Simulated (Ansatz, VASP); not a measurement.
## Two plane-wave programs on Al3Cu2

```
Al Cu
1.0
     4.09195    0.00000    0.00000
    -2.04598    3.54373    0.00000
     0.00000    0.00000    4.99278
Al Cu
3 2
Direct
  0.00000 0.00000 0.00000
  0.33333 0.66667 0.34993
  0.66667 0.33333 0.65007
  0.33333 0.66667 0.83951
  0.66667 0.33333 0.16049
```

Alike in both runs: task single point; functional PBEsol; k mesh 12 × 12 × 10; occupations gaussian, width 0.1 eV; no spin polarisation.

```csv
,VASP,Ansatz
version,VASP 6.6.1,Ansatz 0.2.0
potentials or method,"VASP PAW PBE potentials, release 64 (Al, Cu), cutoff 520 eV","scalar-relativistic, plane waves, PAW"
valence electrons in the cell,31,47
```

|  | VASP | Ansatz | Ansatz less VASP |
| --- | --- | --- | --- |
| gap on the k mesh at the Fermi level (eV) | none | none | - |
| pressure (GPa) | 0.5 | 0.1 | -0.41 |
| traceless stress, the component that is largest in VASP (GPa) | -0.12 | -0.15 | -0.031 |
| rms of the force components (eV/Å) | 0.026 | 0.025 | -0.0002 |

VASP's potentials were made for PBE, not for PBEsol. Atom by atom the forces differ by 0.002 eV/Å (rms over components). A gap of «none» marks a metal or a gap that the smearing closes. VASP's potentials hold 31 valence electrons a cell and Ansatz's 47, so a difference there can come from the potentials and not from the codes.
